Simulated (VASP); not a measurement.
Input of a VASP 6.6.1 run:

The input INCAR:

```
PREC     = Accurate       # precision mode
ENCUT    = 520            # plane-wave cutoff, eV
EDIFF    = 1E-7           # SCF threshold, eV
ISMEAR   = 0              # smearing method
SIGMA    = 0.1            # smearing width, eV
LREAL    = False          # projectors in reciprocal space
LASPH    = True           # aspherical terms in the spheres
NELM     = 100            # most SCF steps
ALGO     = Normal         # electronic algorithm
ISIF     = 2              # what is computed and relaxed
LWAVE    = False          # write WAVECAR
LCHARG   = False          # write CHGCAR
GGA      = PE             # functional
NBANDS   = 32             # bands
```

The input KPOINTS:

```
Automatic mesh
0
Gamma
  12 12 4
```

File POSCAR:

```
Zn2GeN2
1.0
    4.2390077070      0.0000000000      0.0000000000
   -2.1195038535      3.6710883611      0.0000000000
    0.0000000000      0.0000000000     10.9339834645
Zn Ge N
2 1 2
Direct
    0.3333333333      0.6666666667      0.4362080498
    0.6666666667      0.3333333333      0.5637919502
    0.0000000000      0.0000000000      0.5000000000
    0.0000000000      0.0000000000      0.9495865562
    0.0000000000      0.0000000000      0.0504134438
```

Potentials or basis: VASP PAW PBE potentials, release 64 (Zn, Ge_d, N).

Launch:

```console
$ cat potpaw_PBE.64/Zn/POTCAR potpaw_PBE.64/Ge_d/POTCAR potpaw_PBE.64/N/POTCAR > POTCAR
$ mpirun -np 1 vasp_std > vasp.out
```

(1) Predict the pressure.

(2) What does it give for the band gap on the k mesh?

(3) Estimate the largest force.

## Answers

(1) 0.6 GPa.

(2) zero (bands 24 and 25 overlap by 1.22 eV).

(3) 1.739 eV/Å.

Caveat: the standard files for N, O and F lose accuracy on very short bonds; forces of over 1 eV/Å act on the atoms, so gaps and moduli don't describe the material at rest.
